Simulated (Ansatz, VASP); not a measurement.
**One calculation of Hg2O, two programs**

```
Hg O
1.0
     0.00000    3.15849    3.15849
     3.15849    0.00000    3.15849
     3.15849    3.15849    0.00000
Hg O
2 1
Direct
  0.50000 0.50000 0.50000
  0.75000 0.75000 0.75000
  0.25000 0.25000 0.25000
```

Alike in both runs: functional PBE; k mesh 4 × 4 × 4; occupations gaussian, width 0.15 eV; no spin polarisation.

Ansatz relaxed the structure, and its values are those at the end. VASP's run is a single point on that final structure, the one shown.

|  | VASP | Ansatz |
| --- | --- | --- |
| version | VASP 6.6.1 | Ansatz 0.2.0 |
| potentials or method | VASP PAW PBE potentials, release 64 (Hg, O), cutoff 600 eV | scalar-relativistic, plane waves, PAW |
| valence electrons in the cell | 30 | 46 |

```tsv
	VASP	Ansatz	Ansatz less VASP
gap on the k mesh at the Fermi level (eV)	0.26	0.25	-0.006
least direct gap on the mesh (eV)	0.81	0.81	-0.007
pressure (GPa)	0.6	0.0	-0.62
```

With one functional, cell and mesh, what is left measures potentials, basis and numerics. VASP's potentials hold 30 valence electrons a cell and Ansatz's 46, so a difference there can come from the potentials and not from the codes.

The k mesh is coarse, so the values compare programs but aren't converged. Neither program's run includes spin-orbit coupling.
